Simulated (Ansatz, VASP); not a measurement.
## Ti: VASP beside Ansatz

```xyz
2
Lattice="2.9004 0.0000 0.0000 -1.4502 2.4365 0.0000 0.0000 0.0000 4.5910" Properties=species:S:1:pos:R:3 pbc="T T T"
Ti    0.0000    1.6243    1.1477
Ti    1.4502    0.8122    3.4432
```

Change from the starting cell: strain -0.0300 x Voigt [0, 1, 0, 0, 0, 0], atoms carried along.

Alike in both runs: task single point; functional PBEsol; k mesh 24 × 24 × 14; occupations gaussian, width 0.15 eV; no spin polarisation.

```csv
,VASP,Ansatz
version,VASP 6.6.1,Ansatz 0.2.0
potentials or method,"VASP PAW PBE potentials, release 64 (Ti_sv), cutoff 520 eV","scalar-relativistic, plane waves, PAW"
valence electrons in the cell,24,24
```

|  | VASP | Ansatz | Ansatz less VASP |
| --- | --- | --- | --- |
| gap on the k mesh at the Fermi level (eV) | none | none | - |
| pressure (GPa) | 3.4 | 3.8 | +0.40 |
| traceless stress, the component that is largest in VASP (GPa) | 2.73 | 2.75 | +0.021 |
| rms of the force components (eV/Å) | 0.048 | 0.048 | +0.0007 |

VASP's potentials were made for PBE, not for PBEsol. Atom by atom the forces differ by 0.001 eV/Å (rms over components). A gap of «none» marks a metal or a gap that the smearing closes.
